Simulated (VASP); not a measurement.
# SnTe (Fm-3m) in VASP: single point with PBE

Aim: the single point of SnTe with PBE.

All numbers are computed with VASP 6.6.1; they aren't measurements. Logs are shortened: lines on timing, memory, paths and dates and some standing lists are left out, and cuts for length are marked.

### Step 1. The cell of the first run

The structure is cubic, space group Fm-3m (No. 225). The conventional cell has a = 6.413 Å, b = 6.413 Å, c = 6.413 Å, α = 90.00°, β = 90.00°, γ = 90.00°. Sn (site symmetry m-3m) has 6 Te at 3.21 Å within 4.2 Å. Te (site symmetry m-3m) has 6 Sn at 3.21 Å within 4.2 Å.

### Step 2. Single point, PBE

POSCAR reads:

```
SnTe
1.0
    0.0000000000      3.2064870538      3.2064870538
    3.2064870538      0.0000000000      3.2064870538
    3.2064870538      3.2064870538      0.0000000000
Sn Te
1 1
Direct
    0.0000000000      0.0000000000      0.0000000000
    0.5000000000      0.5000000000      0.5000000000
```

INCAR.step1 reads:

```
PREC = Accurate
ENCUT = 520
EDIFF = 1E-6
ISMEAR = 0
SIGMA = 0.01
LREAL = F
LASPH = T
NELM = 100
ALGO = Normal
ISIF = 2
LWAVE = F
LCHARG = T
GGA = PE
NBANDS = 17
```

KPOINTS.step1 reads:

```
Automatic mesh
0
Gamma
  10 10 10
```

INCAR.step2 reads:

```
PREC = Accurate
ENCUT = 520
EDIFF = 1E-6
ISMEAR = -5
SIGMA = 0.01
LREAL = F
LASPH = T
NELM = 100
ALGO = Normal
ISIF = 2
LWAVE = F
LCHARG = F
GGA = PE
LORBIT = 11
NBANDS = 17
NEDOS = 1001
ICHARG = 11
```

KPOINTS.step2 reads:

```
Automatic mesh
0
Gamma
  15 15 15
```

Potentials or basis: VASP PAW PBE potentials, release 64 (Sn_d, Te).

Command:

```sh
> cat potpaw_PBE.64/Sn_d/POTCAR potpaw_PBE.64/Te/POTCAR > POTCAR
> cp INCAR.step1 INCAR
> cp KPOINTS.step1 KPOINTS
> mpirun -np 1 vasp_std > vasp.out
> cp INCAR.step2 INCAR
> cp KPOINTS.step2 KPOINTS
> mpirun -np 1 vasp_std > vasp.out
```

OUTCAR:

```text
PREC = Accurate
   ENCUT = 520
   EDIFF = 1E-6
   ISMEAR = -5
   LREAL = F
   LASPH = T
   NELM = 100
   ISIF = 2
   GGA = PE
   LORBIT = 11
   ICHARG = 11

 ion  position               nearest neighbor table
   1  0.000  0.000  0.000-   2 3.21   2 3.21   2 3.21   2 3.21   2 3.21   2 3.21
   2  0.500  0.500  0.500-   1 3.21   1 3.21   1 3.21   1 3.21   1 3.21   1 3.21

  LATTYP: Found a face centered cubic cell.
 ALAT       =     6.4129741076

  Lattice vectors:

 A1 = (   0.0000000000,   3.2064870538,   3.2064870538)
 A2 = (   3.2064870538,   0.0000000000,   3.2064870538)
 A3 = (   3.2064870538,   3.2064870538,   0.0000000000)

Analysis of symmetry for initial positions (statically):
=====================================================================
 Subroutine PRICEL returns:
 Original cell was already a primitive cell.

 Routine SETGRP: Setting up the symmetry group for a
 face centered cubic supercell.

 Subroutine GETGRP returns: Found 48 space group operations
 (whereof 48 operations were pure point group operations)
 out of a pool of 48 trial point group operations.

The static configuration has the point symmetry O_h .

Analysis of symmetry for dynamics (positions and initial velocities):
=====================================================================
 Subroutine PRICEL returns:
 Original cell was already a primitive cell.

 Routine SETGRP: Setting up the symmetry group for a
 face centered cubic supercell.

 Subroutine GETGRP returns: Found 48 space group operations
 (whereof 48 operations were pure point group operations)
 out of a pool of 48 trial point group operations.

The dynamic configuration has the point symmetry O_h .

 Subroutine INISYM returns: Found 48 space group operations
 (whereof 48 operations are pure point group operations),
 and found     1 'primitive' translations

----------------------------------------------------------------------------------------

                                     Primitive cell

  volume of cell :      65.9354

  direct lattice vectors                    reciprocal lattice vectors
     0.000000000  3.206487054  3.206487054    -0.155933890  0.155933890  0.155933890
     3.206487054  0.000000000  3.206487054     0.155933890 -0.155933890  0.155933890
     3.206487054  3.206487054  0.000000000     0.155933890  0.155933890 -0.155933890

  length of vectors
     4.534657479  4.534657479  4.534657479     0.270085420  0.270085420  0.270085420

  position of ions in fractional coordinates (direct lattice)
     0.000000000  0.000000000  0.000000000
     0.500000000  0.500000000  0.500000000

  ion indices of the primitive-cell ions
   primitive index   ion index
                 1           1
                 2           2

----------------------------------------------------------------------------------------

 KPOINTS: Automatic mesh

Automatic generation of k-mesh.
 Grid dimensions read from file:
 generate k-points for:   15   15   15

 Generating k-lattice:

  Cartesian coordinates                     Fractional coordinates (reciprocal lattice)
    -0.010395593  0.010395593  0.010395593     0.066666667  0.000000000  0.000000000
     0.010395593 -0.010395593  0.010395593     0.000000000  0.066666667  0.000000000
     0.010395593  0.010395593 -0.010395593     0.000000000  0.000000000  0.066666667

  Length of vectors
     0.018005695  0.018005695  0.018005695

  Shift w.r.t. Gamma in fractional coordinates (k-lattice)
     0.000000000  0.000000000  0.000000000

 TETIRR: Found    484 inequivalent tetrahedra from    20250

 Subroutine IBZKPT returns following result:
 ===========================================

 Found    120 irreducible k-points:

 Following reciprocal coordinates:
            Coordinates               Weight
  0.000000  0.000000  0.000000      1.000000
  0.066667  0.000000  0.000000      8.000000
  0.133333  0.000000  0.000000      8.000000
  0.200000  0.000000  0.000000      8.000000
  0.266667  0.000000  0.000000      8.000000
  0.333333  0.000000  0.000000      8.000000
[... 16 lines left out ...]
  0.133333  0.133333  0.000000      6.000000
  0.200000  0.133333  0.000000     24.000000
 [... further k-points ...]
   k-points           NKPTS =    120   k-points in BZ     NKDIM =    120   number of bands    NBANDS=     17
   number of dos      NEDOS =   1001   number of ions     NIONS =      2
   total plane-waves  NPLWV =  46656
   dimension x,y,z NGX =    36 NGY =   36 NGZ =   36
   dimension x,y,z NGXF=    72 NGYF=   72 NGZF=   72
   ions per type =               1   1
   NGX,Y,Z   is equivalent  to a cutoff of  13.20, 13.20, 13.20 a.u.
   NGXF,Y,Z  is equivalent  to a cutoff of  26.40, 26.40, 26.40 a.u.
 SYSTEM =  unknown system
   PREC   = accura    normal or accurate (medium, high low for compatibility)
   ISTART =      0    job   : 0-new  1-cont  2-samecut
   ICHARG =     11    charge: 1-file 2-atom 10-const
   ISPIN  =      1    spin polarized calculation?
   LNONCOLLINEAR =      F non collinear calculations
   LSORBIT =      F    spin-orbit coupling
   LASPH  =      T    aspherical Exc in radial PAW
   ENCUT  =  520.0 eV  38.22 Ry    6.18 a.u.   8.43  8.43  8.43*2*pi/ulx,y,z
   NELM   =    100;   NELMIN=  2; NELMDL=  0     # of ELM steps
   EDIFF  = 0.1E-05   stopping-criterion for ELM
   LREAL  =      F    real-space projection
   EDIFFG = 0.1E-04   stopping-criterion for IOM
   NSW    =      0    number of steps for IOM
   IBRION =     -1    ionic relax: 0-MD 1-quasi-New 2-CG
   NFREE  =      0    steps in history (QN), initial steepest desc. (CG)
   ISIF   =      2    stress and relaxation
   ISYM   =      2    0-nonsym 1-usesym 2-fastsym
   POTIM  = 0.5000    time-step for ionic-motion
   TEBEG  =    0.0;   TEEND  =   0.0 temperature during run
   PSTRESS=    0.0 pullay stress
   NELECT =      20.0000    total number of electrons
   NUPDOWN=      -1.0000    fix difference up-down
   EMIN   =  10.00;   EMAX   =-10.00  energy-range for DOS
   EFERMI =   0.00;   METHOD = LEGACY
   ISMEAR =    -5;   SIGMA  =   0.01  broadening in eV -4-tet -1-fermi 0-gaus
   EFERMI_NEDOS =   21; number of points for ismear=-14 and -15
   IALGO  =     38    algorithm
   IMIX   =      4    mixing-type and parameters
     AMIX     =   0.40;   BMIX     =  1.00
     AMIX_MAG =   1.60;   BMIX_MAG =  1.00
  volume/ion in A,a.u.               =      32.97       222.48
  Fermi-wavevector in a.u.,A,eV,Ry     =   1.099965  2.078632 16.461987  1.209922
  Thomas-Fermi vector in A             =   2.236368
   LORBIT       =     11    0 simple, 1 ext, 2 COOP (PROOUT), +10 PAW based schemes
   GGA     = PE    functional components
   LHFCALC =     F    Hartree Fock is set to
   AEXX    =    0.0000 exact exchange contribution
   IVDW    =     0    specifies the selected vdW correction
   LEPSILON=     F    determine dielectric tensor
   LRPA    =     F    only Hartree local field effects (RPA)
 non-spin polarized calculation
 Fermi weights with tetrahedron method with Bloechl corrections
  energy-cutoff  :      520.00
  volume of cell :       65.94
 maximum number of plane-waves:      1808
 NGX is ok and might be reduce to    36

 number of electron      20.0000005 magnetization

 Free energy of the ion-electron system (eV)
  ---------------------------------------------------
  ext. energy  EPLUGINS =         0.00000000
  ---------------------------------------------------
  free energy    TOTEN  =        -7.56566021 eV

  energy without entropy =       -7.56566021  energy(sigma->0) =       -7.56566021

 E-fermi :   6.1893     XC(G=0):  -9.2593

 val. band max:        6.1843461625   @ k =   0.4667   0.0000   0.0000
 cond. band min:       6.4958416765   @ k =   0.4667   0.0000   0.0000
 fundamental gap:      0.3114955140
 Fermi energy:         6.1892881538

 k-point     1 :       0.0000    0.0000    0.0000
  band No.  band energies     occupation
      1     -15.5721      2.00000
      2     -15.5721      2.00000
      3     -15.5671      2.00000
      4     -15.5671      2.00000
      5     -15.5671      2.00000
      6      -6.1087      2.00000
[... 9 lines left out ...]
     16      11.1610      0.00000
     17      13.1409      0.00000

 k-point     2 :       0.0667    0.0000    0.0000
  band No.  band energies     occupation
      1     -15.5722      2.00000
      2     -15.5722      2.00000
      3     -15.5671      2.00000
      4     -15.5669      2.00000
      5     -15.5669      2.00000
      6      -6.0739      2.00000
[... 9 lines left out ...]
     16      11.2513      0.00000
     17      13.4269      0.00000

 k-point     3 :       0.1333    0.0000    0.0000
  band No.  band energies     occupation
      1     -15.5726      2.00000
      2     -15.5726      2.00000
      3     -15.5669      2.00000
      4     -15.5663      2.00000
      5     -15.5663      2.00000
      6      -5.9712      2.00000
[... 9 lines left out ...]
     16      11.5082      0.00000
     17      14.1433      0.00000

 k-point     4 :       0.2000    0.0000    0.0000
  band No.  band energies     occupation
      1     -15.5733      2.00000
      2     -15.5733      2.00000
      3     -15.5666      2.00000
      4     -15.5654      2.00000
      5     -15.5654      2.00000
      6      -5.8065      2.00000
[... 9 lines left out ...]
     16      11.9184      0.00000
     17      15.1133      0.00000
[... 343 lines left out ...]
      1     -15.5727      2.00000
      2     -15.5722      2.00000
      3     -15.5670      2.00000
      4     -15.5667      2.00000
      5     -15.5664      2.00000
      6      -6.0165      2.00000
[... 9 lines left out ...]
     16      11.6264      0.00000
     17      13.4078      0.00000

 k-point    23 :       0.1333    0.1333    0.0000
  band No.  band energies     occupation
      1     -15.5740      2.00000
      2     -15.5715      2.00000
      3     -15.5676      2.00000
      4     -15.5657      2.00000
      5     -15.5657      2.00000
      6      -5.9262      2.00000
[... 9 lines left out ...]
     16      12.0697      0.00000
     17      13.3373      0.00000

 k-point    24 :       0.2000    0.1333    0.0000
  band No.  band energies     occupation
      1     -15.5749      2.00000
      2     -15.5714      2.00000
      3     -15.5677      2.00000
      4     -15.5650      2.00000
      5     -15.5649      2.00000
      6      -5.8057      2.00000
[... 9 lines left out ...]
     16      12.5234      0.00000
     17      13.7306      0.00000

 [... further k-points ...]
[... 5 lines left out ...]
  --------------------------------------------------------------------------------------
  -------------------------------------------------------------------------------------
  Total       -0.0497593     -0.0497593     -0.0497593     -0.0000000      0.0000000      0.0000000
  in kB       -1.2091122     -1.2091122     -1.2091122     -0.0000000      0.0000000      0.0000000
  external PRESSURE =      -1.2091122 kB  Pullay stress =       0.0000000 kB

 VOLUME and BASIS-vectors are now :
 -----------------------------------------------------------------------------
  energy-cutoff  :      520.00
  volume of cell :       65.94
      direct lattice vectors                 reciprocal lattice vectors
     0.000000000  3.206487054  3.206487054    -0.155933890  0.155933890  0.155933890
     3.206487054  0.000000000  3.206487054     0.155933890 -0.155933890  0.155933890
     3.206487054  3.206487054  0.000000000     0.155933890  0.155933890 -0.155933890

 POSITION                                       TOTAL-FORCE (eV/Angst)
 -----------------------------------------------------------------------------------
      0.00000      0.00000      0.00000         0.000000      0.000000      0.000000
      3.20649      3.20649      3.20649         0.000000      0.000000     -0.000000
 -----------------------------------------------------------------------------------
    total drift:                                0.000000      0.000000     -0.000000

  FREE ENERGIE OF THE ION-ELECTRON SYSTEM (eV)
  ---------------------------------------------------
  free  energy   TOTEN  =        -7.5656602069 eV

  energy  without entropy=       -7.5656602069  energy(sigma->0) =       -7.56566021

 total charge

# of ion       s       p       d       tot
------------------------------------------
    1        1.376   0.697   9.977  12.050
    2        1.380   1.959   0.025   3.364
--------------------------------------------------
tot          2.757   2.655  10.002  15.414
```

Wall time 83 s (1 thread of AMD EPYC 9R14 (Zen 4), shared host); peak memory 0.26 GiB.

Results:

* Valence electrons inside the program's atomic spheres: Sn 12.05; Te 3.36

Levels at points of the mesh, in eV from the valence-band top:
```tsv
k point	band 6	band 7	band 8	band 9	band 10	band 11	band 12	band 13	band 14	band 15
(0.00, 0.00, 0.00)	-12.29	-4.75	-1.87	-1.87	-1.87	3.37	3.37	3.37	4.98	4.98
```

Caveat: spin-orbit coupling is left out, which moves the levels of the heavy elements.
